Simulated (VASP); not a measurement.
**Ba2Tl5V3O12: single point with PBE**

Ba2Tl5V3O12:

```
Ba V Tl O
1.0
    10.97457    0.00000    0.00000
     0.00000   10.97457    0.00000
     0.00000    0.00000    6.60400
Ba V Tl O
2 3 5 12
Direct
  0.00000 0.50000 0.00000
  0.50000 0.00000 0.00000
  0.50000 0.50000 0.00000
  0.50000 0.00000 0.50000
  0.00000 0.50000 0.50000
  0.50000 0.50000 0.50000
  0.71260 0.28740 0.40228
  0.28740 0.71260 0.40228
  0.71260 0.71260 0.59772
  0.28740 0.28740 0.59772
  0.41064 0.58936 0.15770
  0.58936 0.41064 0.15770
  0.58936 0.58936 0.84230
  0.41064 0.41064 0.84230
  0.58661 0.08570 0.33378
  0.41339 0.08570 0.66622
  0.58661 0.91430 0.66622
  0.41339 0.91430 0.33378
  0.08570 0.58661 0.33378
  0.08570 0.41339 0.66622
  0.91430 0.58661 0.66622
  0.91430 0.41339 0.33378
```

- Program: VASP 6.6.1
- Task: single point
- Functional: PBE
- Potentials or basis: VASP PAW PBE potentials, release 64 (Ba_sv, V_sv, Tl_d, O)
- Cutoff: 520 eV
- k mesh: 3 × 3 × 4
- Occupations: fermi-dirac, width 0.05 eV
- Spin: collinear spin, ferromagnetic start
- Starting moments: [0.0, 0.0, 2.0, 2.0, 2.0, 0.0, 0.0, 0.0, 0.0, 0.0, 0.0, 0.0, 0.0, 0.0, 0.0, 0.0, 0.0, 0.0, 0.0, 0.0, 0.0, 0.0] μB
- k mesh for the DOS: 5 × 5 × 6
- Occupations for the DOS: tetrahedron
- Further INCAR settings: ALGO = Normal; EDIFF = 1e-07

```json
{
 "Net moment": "0.00 μB per cell",
 "Valence electrons inside the program's atomic spheres": "Ba 7.94; V 12.05, 12.12 (each value once); Tl 11.16, 11.11 (each value once); O 4.96, 4.99 (each value once)"
}
```

Levels at points of the mesh, in eV from the valence-band top:
Spin up:
```tsv
k point	band 94	band 95	band 96	band 97	band 98	band 99	band 100	band 101	band 102	band 103
(0.00, 0.00, 0.00)	-0.84	-0.48	-0.43	-0.40	-0.40	2.68	2.68	2.94	3.01	3.27
(0.00, 0.00, 0.50)	-0.57	-0.49	-0.49	-0.47	-0.15	2.64	2.64	2.66	3.15	3.22
```
Spin down:
```csv
k point,band 94,band 95,band 96,band 97,band 98,band 99,band 100,band 101,band 102,band 103
"(0.00, 0.00, 0.00)",-0.84,-0.48,-0.43,-0.40,-0.40,2.68,2.68,2.94,3.01,3.27
"(0.00, 0.00, 0.50)",-0.57,-0.49,-0.49,-0.47,-0.15,2.64,2.64,2.66,3.15,3.22
```

Run time: 65 min on 4 MPI ranks on Intel(R) Xeon(R) Platinum 8375C CPU @ 2.90GHz (Ice Lake), on a shared host, peak memory 3 GiB a rank.

Caveat: spin-orbit coupling is left out, which moves the levels of the heavy elements.
